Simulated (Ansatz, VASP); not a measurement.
# CdF2: VASP beside Ansatz

File POSCAR:

```
CdF2
1.0
    0.0000000000      2.6939990179      2.6939990179
    2.6939990179      0.0000000000      2.6939990179
    2.6939990179      2.6939990179      0.0000000000
Cd F
1 2
Direct
    0.0000000000      0.0000000000      0.0000000000
    0.2500000000      0.2500000000      0.2500000000
    0.7500000000      0.7500000000      0.7500000000
```

File INCAR.step1:

```
SYSTEM = CdF2
PREC = Accurate
ENCUT = 520
EDIFF = 1E-5
ISMEAR = 0
SIGMA = 0.05
LREAL = .False.
LASPH = .True.
NELM = 60
ALGO = Normal
ISIF = 2
LWAVE = .True.
LCHARG = .False.
NBANDS = 20
GGA = PE
```

Contents of INCAR.step2:

```
SYSTEM = CdF2
PREC = Accurate
ENCUT = 520
EDIFF = 1E-6
ISMEAR = 0
SIGMA = 0.05
LREAL = .False.
LASPH = .True.
NELM = 60
ALGO = Normal
ISIF = 2
LWAVE = .False.
LCHARG = .False.
GGA = PE
LHFCALC = .True.
AEXX = 0.15
PRECFOCK = Normal
NBANDS = 20
ISTART = 1
```

KPOINTS

```
regular mesh
0
Gamma
  4 4 4
  0 0 0
```

Input for Ansatz:

```yaml
crystal:
  lattice:
    - [0.0, 2.6939990179, 2.6939990179]
    - [2.6939990179, 0.0, 2.6939990179]
    - [2.6939990179, 2.6939990179, 0.0]
  atoms:
    - { symbol: Cd, position: [0.0, 0.0, 0.0] }
    - { symbol: F, position: [0.25, 0.25, 0.25] }
    - { symbol: F, position: [0.75, 0.75, 0.75] }
basis:
  ecutwfc: 420
  ecutrho_ratio: 4
kpoints:
  mp_grid: { grid: [4, 4, 4] }
hamiltonian:
  xc: { exchange: pbe, correlation: pbe, exx: { coeff: 0.15 } }
scf:
  occupations: { method: gaussian, width: 0.05 }
  n_extra_bands: 10
output:
  forces: true
  stress: true
  eigenvalues: true
  populations: true
  dos: { projected: true, de: 0.02 }
  write_density: true
  write_potential: true
  elf: true
  volumetric_format: npy
```

Alike in both runs: task single point; functional PBE-based global hybrid with a share of 0.15 of exact exchange; k mesh 4 × 4 × 4; occupations gaussian, width 0.05 eV; no spin polarisation.

|  | VASP | Ansatz |
| --- | --- | --- |
| version | VASP 6.6.1 | Ansatz 0.2.0 |
| potentials or method | VASP PAW PBE potentials, release 64 (Cd, F), cutoff 520 eV | scalar-relativistic, plane waves, PAW |
| valence electrons in the cell | 26 | 34 |

|  | VASP | Ansatz | Ansatz less VASP |
| --- | --- | --- | --- |
| gap on the k mesh at the Fermi level (eV) | 4.76 | 4.79 | +0.027 |
| least direct gap on the mesh (eV) | 5.32 | 5.34 | +0.029 |
| pressure (GPa) | 3.8 | 3.0 | -0.77 |

VASP's potentials were made for PBE, not for PBE-based global hybrid. The functional is the same, so the differences come from potentials, cutoffs and numerics. VASP's potentials hold 26 valence electrons a cell and Ansatz's 34, so a difference there can come from the potentials and not from the codes. Ansatz's warnings: stress exchange threshold loose, stress scf threshold loose.

The k mesh is coarse, so the values compare programs but aren't converged.
